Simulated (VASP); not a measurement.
# CaSe (I-4m2) in VASP: further runs

The runs below take CaSe through single point, with LDA.

Program: VASP 6.6.1. These are calculated values, not measurements. Logs are shortened: lines on timing, memory, paths and dates and some standing lists are left out, and cuts for length are marked.

### Step 1. The cell of the first run

The structure is tetragonal, space group I-4m2 (No. 119). Conventional cell: a = 4.597 Å, b = 4.597 Å, c = 6.798 Å, α = 90.00°, β = 90.00°, γ = 90.00°. Ca (site symmetry -4m2) has 4 Se at 2.86 Å within 3.8 Å. Within 3.8 Å of Se (site symmetry -4m2) lie 4 Ca at 2.86 Å.

### Step 2. Single point, LDA (strain -0.015 along x and y, +0.030 along z)

Input file INCAR:

```
  PREC = Accurate
  ENCUT = 520
  EDIFF = 1E-7
  ISMEAR = 0
  SIGMA = 0.05
  LREAL = F
  LASPH = T
  NELM = 100
  ALGO = Normal
  ISIF = 2
  LWAVE = F
  LCHARG = F
  GGA = CA
  NBANDS = 15
```

Input file KPOINTS:

```
regular mesh
0
Gamma
  6 6 6
```

Input file POSCAR:

```
CaSe
1.0
    0.0000000000      3.2505000000      3.3990000000
    3.2505000000      0.0000000000      3.3990000000
    3.2505000000      3.2505000000      0.0000000000
Ca Se
1 1
Direct
    0.0000000000      0.0000000000      0.0000000000
    0.7500000000      0.7500000000      0.7500000000
```

Potentials or basis: VASP PAW LDA potentials, release 64 (Ca_sv, Se).

Run with:

```sh
> cat potpaw_LDA.64/Ca_sv/POTCAR potpaw_LDA.64/Se/POTCAR > POTCAR
> mpirun -np 1 vasp_std > vasp.out
```

OUTCAR:

```text
PREC = Accurate
   ENCUT = 520
   EDIFF = 1E-7
   ISMEAR = 0
   LREAL = F
   LASPH = T
   NELM = 100
   ISIF = 2
   GGA = CA

 ion  position               nearest neighbor table
   1  0.000  0.000  0.000-   2 2.86   2 2.86   2 2.86   2 2.86
   2  0.750  0.750  0.750-   1 2.86   1 2.86   1 2.86   1 2.86

  LATTYP: Found a body centered tetragonal cell.
 ALAT       =     4.5969011845
 C/A-ratio  =     1.4788223038

  Lattice vectors:

 A1 = (  -3.2505000000,   0.0000000000,   3.3990000000)
 A2 = (   3.2505000000,   0.0000000000,   3.3990000000)
 A3 = (   0.0000000000,   3.2505000000,  -3.3990000000)

Analysis of symmetry for initial positions (statically):
=====================================================================
 Subroutine PRICEL returns:
 Original cell was already a primitive cell.

 Routine SETGRP: Setting up the symmetry group for a
 body centered tetragonal supercell.

 Subroutine GETGRP returns: Found  8 space group operations
 (whereof  8 operations were pure point group operations)
 out of a pool of 16 trial point group operations.

The static configuration has the point symmetry D_2d.

Analysis of symmetry for dynamics (positions and initial velocities):
=====================================================================
 Subroutine PRICEL returns:
 Original cell was already a primitive cell.

 Routine SETGRP: Setting up the symmetry group for a
 body centered tetragonal supercell.

 Subroutine GETGRP returns: Found  8 space group operations
 (whereof  8 operations were pure point group operations)
 out of a pool of 16 trial point group operations.

The dynamic configuration has the point symmetry D_2d.

 Subroutine INISYM returns: Found  8 space group operations
 (whereof  8 operations are pure point group operations),
 and found     1 'primitive' translations

----------------------------------------------------------------------------------------

                                     Primitive cell

  volume of cell :      71.8260

  direct lattice vectors                    reciprocal lattice vectors
     0.000000000  3.250500000  3.399000000    -0.153822489  0.153822489  0.147102089
     3.250500000  0.000000000  3.399000000     0.153822489 -0.153822489  0.147102089
     3.250500000  3.250500000  0.000000000     0.153822489  0.153822489 -0.147102089

  length of vectors
     4.703078912  4.703078912  4.596901184     0.262605675  0.262605675  0.262605675

  position of ions in fractional coordinates (direct lattice)
     0.000000000  0.000000000  0.000000000
     0.750000000  0.750000000  0.750000000

  ion indices of the primitive-cell ions
   primitive index   ion index
                 1           1
                 2           2

----------------------------------------------------------------------------------------

 KPOINTS: regular mesh

Automatic generation of k-mesh.
 Grid dimensions read from file:
 generate k-points for:    6    6    6

 Generating k-lattice:

  Cartesian coordinates                     Fractional coordinates (reciprocal lattice)
    -0.025637081  0.025637081  0.024517015     0.166666667 -0.000000000  0.000000000
     0.025637081 -0.025637081  0.024517015    -0.000000000  0.166666667  0.000000000
     0.025637081  0.025637081 -0.024517015     0.000000000  0.000000000  0.166666667

  Length of vectors
     0.043767613  0.043767613  0.043767613

  Shift w.r.t. Gamma in fractional coordinates (k-lattice)
     0.000000000  0.000000000  0.000000000

 Subroutine IBZKPT returns following result:
 ===========================================

 Found     30 irreducible k-points:

 Following reciprocal coordinates:
            Coordinates               Weight
  0.000000  0.000000  0.000000      1.000000
  0.166667  0.000000  0.000000      8.000000
  0.333333  0.000000  0.000000      8.000000
  0.500000  0.000000  0.000000      4.000000
  0.166667  0.166667  0.000000      2.000000
  0.333333  0.166667  0.000000      8.000000
[... 16 lines left out ...]
  0.333333  0.000000  0.333333      4.000000
  0.500000 -0.000000  0.333333     16.000000
 [... further k-points ...]
   k-points           NKPTS =     30   k-points in BZ     NKDIM =     30   number of bands    NBANDS=     15
   number of dos      NEDOS =    301   number of ions     NIONS =      2
   total plane-waves  NPLWV =  46656
   dimension x,y,z NGX =    36 NGY =   36 NGZ =   36
   dimension x,y,z NGXF=    72 NGYF=   72 NGZF=   72
   ions per type =               1   1
   NGX,Y,Z   is equivalent  to a cutoff of  12.73, 12.73, 13.02 a.u.
   NGXF,Y,Z  is equivalent  to a cutoff of  25.45, 25.45, 26.04 a.u.
 SYSTEM =  unknown system
   PREC   = accura    normal or accurate (medium, high low for compatibility)
   ISTART =      0    job   : 0-new  1-cont  2-samecut
   ICHARG =      2    charge: 1-file 2-atom 10-const
   ISPIN  =      1    spin polarized calculation?
   LNONCOLLINEAR =      F non collinear calculations
   LSORBIT =      F    spin-orbit coupling
   LASPH  =      T    aspherical Exc in radial PAW
   ENCUT  =  520.0 eV  38.22 Ry    6.18 a.u.   8.74  8.74  8.55*2*pi/ulx,y,z
   NELM   =    100;   NELMIN=  2; NELMDL= -5     # of ELM steps
   EDIFF  = 0.1E-06   stopping-criterion for ELM
   LREAL  =      F    real-space projection
   EDIFFG = 0.1E-05   stopping-criterion for IOM
   NSW    =      0    number of steps for IOM
   IBRION =     -1    ionic relax: 0-MD 1-quasi-New 2-CG
   NFREE  =      0    steps in history (QN), initial steepest desc. (CG)
   ISIF   =      2    stress and relaxation
   ISYM   =      2    0-nonsym 1-usesym 2-fastsym
   POTIM  = 0.5000    time-step for ionic-motion
   TEBEG  =    0.0;   TEEND  =   0.0 temperature during run
   PSTRESS=    0.0 pullay stress
   NELECT =      16.0000    total number of electrons
   NUPDOWN=      -1.0000    fix difference up-down
   EMIN   =  10.00;   EMAX   =-10.00  energy-range for DOS
   EFERMI =   0.00;   METHOD = LEGACY
   ISMEAR =     0;   SIGMA  =   0.05  broadening in eV -4-tet -1-fermi 0-gaus
   EFERMI_NEDOS =   21; number of points for ismear=-14 and -15
   IALGO  =     38    algorithm
   IMIX   =      4    mixing-type and parameters
     AMIX     =   0.40;   BMIX     =  1.00
     AMIX_MAG =   1.60;   BMIX_MAG =  1.00
  volume/ion in A,a.u.               =      35.91       242.35
  Fermi-wavevector in a.u.,A,eV,Ry     =   0.992402  1.875368 13.399859  0.984862
  Thomas-Fermi vector in A             =   2.124211
   LORBIT       =      0    0 simple, 1 ext, 2 COOP (PROOUT), +10 PAW based schemes
   GGA     = CA    functional components
   LHFCALC =     F    Hartree Fock is set to
   AEXX    =    0.0000 exact exchange contribution
   IVDW    =     0    specifies the selected vdW correction
   LEPSILON=     F    determine dielectric tensor
   LRPA    =     F    only Hartree local field effects (RPA)
 non-spin polarized calculation
 Gauss-broadening in eV      SIGMA  =   0.05
  energy-cutoff  :      520.00
  volume of cell :       71.83
 maximum number of plane-waves:      1964
   NGX = 17   NGY = 17   NGZ = 17

 number of electron      15.9999999 magnetization

 Free energy of the ion-electron system (eV)
  ---------------------------------------------------
  ext. energy  EPLUGINS =         0.00000000
  ---------------------------------------------------
  free energy    TOTEN  =        -9.81216925 eV

  energy without entropy =       -9.81216925  energy(sigma->0) =       -9.81216925

 E-fermi :  -0.1107     XC(G=0):  -7.9533

 val. band max:       -0.4647053690   @ k =  -0.3333   0.3333   0.0000
 cond. band min:       2.3532980256   @ k =   0.0000   0.0000   0.0000
 fundamental gap:      2.8180033946
 Fermi energy:        -0.1106894759

 k-point     1 :       0.0000    0.0000    0.0000
  band No.  band energies     occupation
      1     -39.1957      2.00000
      2     -20.5062      2.00000
      3     -20.5062      2.00000
      4     -20.4948      2.00000
      5     -10.8772      2.00000
      6      -0.6669      2.00000
      7      -0.6049      2.00000
      8      -0.6049      2.00000
      9       2.3533      0.00000
     10       4.5489      0.00000
     11       4.7663      0.00000
     12       6.5067      0.00000
     13       6.7187      0.00000
     14       6.7187      0.00000
     15       8.2121      0.00000

 k-point     2 :       0.1667    0.0000    0.0000
  band No.  band energies     occupation
      1     -39.1952      2.00000
      2     -20.5155      2.00000
      3     -20.5073      2.00000
      4     -20.4981      2.00000
      5     -10.8151      2.00000
      6      -1.0509      2.00000
      7      -0.6335      2.00000
      8      -0.5712      2.00000
      9       3.1336      0.00000
     10       4.4614      0.00000
     11       4.6291      0.00000
     12       6.1490      0.00000
     13       6.5941      0.00000
     14       6.6547      0.00000
     15       7.6293      0.00000

 k-point     3 :       0.3333    0.0000    0.0000
  band No.  band energies     occupation
      1     -39.1943      2.00000
      2     -20.5363      2.00000
      3     -20.5095      2.00000
      4     -20.5021      2.00000
      5     -10.6897      2.00000
      6      -1.5853      2.00000
      7      -0.6193      2.00000
      8      -0.5102      2.00000
      9       4.1827      0.00000
     10       4.5418      0.00000
     11       4.6061      0.00000
     12       5.2983      0.00000
     13       6.1171      0.00000
     14       6.1181      0.00000
     15       7.3877      0.00000
[... 343 lines left out ...]
 k-point    23 :       0.3333    0.0000    0.3333
  band No.  band energies     occupation
      1     -39.1938      2.00000
      2     -20.5409      2.00000
      3     -20.5179      2.00000
      4     -20.5036      2.00000
      5     -10.6256      2.00000
      6      -1.6222      2.00000
      7      -0.6537      2.00000
      8      -0.5979      2.00000
      9       3.2140      0.00000
     10       4.7852      0.00000
     11       5.1966      0.00000
     12       5.6147      0.00000
     13       5.7886      0.00000
     14       5.9331      0.00000
     15       8.1158      0.00000

 k-point    24 :       0.5000   -0.0000    0.3333
  band No.  band energies     occupation
      1     -39.1934      2.00000
      2     -20.5475      2.00000
      3     -20.5214      2.00000
      4     -20.5068      2.00000
      5     -10.5635      2.00000
      6      -1.6324      2.00000
      7      -0.8028      2.00000
      8      -0.6043      2.00000
      9       3.0870      0.00000
     10       4.3510      0.00000
     11       5.0815      0.00000
     12       5.6143      0.00000
     13       5.7605      0.00000
     14       6.8929      0.00000
     15       8.2417      0.00000

 [... further k-points ...]
[... 5 lines left out ...]
  --------------------------------------------------------------------------------------
  -------------------------------------------------------------------------------------
  Total       -1.0899697     -1.0899697     -1.2837651      0.0000000      0.0000000      0.0000000
  in kB      -24.3132786    -24.3132786    -28.6361514      0.0000000      0.0000000      0.0000000
  external PRESSURE =     -25.7542362 kB  Pullay stress =       0.0000000 kB

 VOLUME and BASIS-vectors are now :
 -----------------------------------------------------------------------------
  energy-cutoff  :      520.00
  volume of cell :       71.83
      direct lattice vectors                 reciprocal lattice vectors
     0.000000000  3.250500000  3.399000000    -0.153822489  0.153822489  0.147102089
     3.250500000  0.000000000  3.399000000     0.153822489 -0.153822489  0.147102089
     3.250500000  3.250500000  0.000000000     0.153822489  0.153822489 -0.147102089

 POSITION                                       TOTAL-FORCE (eV/Angst)
 -----------------------------------------------------------------------------------
      0.00000      0.00000      0.00000        -0.000000      0.000000      0.000000
      4.87575      4.87575      5.09850         0.000000     -0.000000      0.000000
 -----------------------------------------------------------------------------------
    total drift:                                0.000000      0.000000     -0.000000

  FREE ENERGIE OF THE ION-ELECTRON SYSTEM (eV)
  ---------------------------------------------------
  free  energy   TOTEN  =        -9.8121692471 eV

  energy  without entropy=       -9.8121692471  energy(sigma->0) =       -9.81216925
```

Wall time 24 s (1 thread of Intel Xeon Platinum 8259CL at 2.50GHz (Skylake/Cascade Lake), shared host); peak memory 0.19 GiB.

Results:

```yaml
Free_energy: -9.8122 eV
Pressure: -2.6 GPa
Band_gap_on_the_k_mesh: 2.82 eV, indirect (least direct gap 2.96 eV)
```

Stress tensor (GPa, compression positive):
```
-2.43  0.00  0.00
 0.00 -2.43  0.00
 0.00  0.00 -2.86
```

Caveat: the cell differs from its parent crystal (strain -0.015 along x and y, +0.030 along z). A k mesh can miss the band edges.

### Step 3. Single point, LDA (strain +0.000 along x and y, +0.030 along z)

Changes to INCAR since step 2:

```diff
@@ -2,3 +2,3 @@
   ENCUT = 520
-  EDIFF = 1E-7
+  EDIFF = 1E-6
   ISMEAR = 0
```

Input file KPOINTS:

```
Automatic mesh
0
Gamma
  6 6 6
```

Input file POSCAR:

```
CaSe
1.0
    0.0000000000      3.3000000000      3.3990000000
    3.3000000000      0.0000000000      3.3990000000
    3.3000000000      3.3000000000      0.0000000000
Ca Se
1 1
Direct
    0.0000000000      0.0000000000      0.0000000000
    0.7500000000      0.7500000000      0.7500000000
```

Potentials or basis: VASP PAW LDA potentials, release 64 (Ca_sv, Se).

Run with:

```sh
> cat potpaw_LDA.64/Ca_sv/POTCAR potpaw_LDA.64/Se/POTCAR > POTCAR
> mpirun -np 1 vasp_std > vasp.out
```

Run time: 21 s. Hardware: 1 thread of Intel Xeon Platinum 8259CL at 2.50GHz (Skylake/Cascade Lake), shared host; peak memory 0.19 GiB.

Results (log left out):

* Free energy: -9.7734 eV
* Pressure: -3.3 GPa
* Band gap on the k mesh: 2.76 eV, indirect (least direct gap 2.87 eV)

Stress tensor (GPa, compression positive):
```
-3.23  0.00  0.00
 0.00 -3.23  0.00
 0.00  0.00 -3.54
```

Levels at points of the mesh, in eV from the valence-band top:
```csv
k point,band 4,band 5,band 6,band 7,band 8,band 9,band 10,band 11,band 12,band 13
"(0.00, 0.00, 0.00)",-20.12,-10.35,-0.15,-0.11,-0.11,2.76,5.01,5.15,6.90,7.03
"(0.50, 0.00, 0.00)",-20.13,-10.12,-1.25,-0.10,-0.01,4.75,5.15,5.20,5.40,6.02
"(0.50, 0.50, 0.00)",-20.14,-10.05,-1.30,-0.03,-0.03,3.28,4.67,5.76,5.76,5.77
"(0.50, 0.00, 0.50)",-20.13,-10.04,-1.24,-0.12,-0.10,3.33,4.66,5.76,5.77,5.79
```

Caveat: the cell differs from its parent crystal (strain +0.000 along x and y, +0.030 along z).
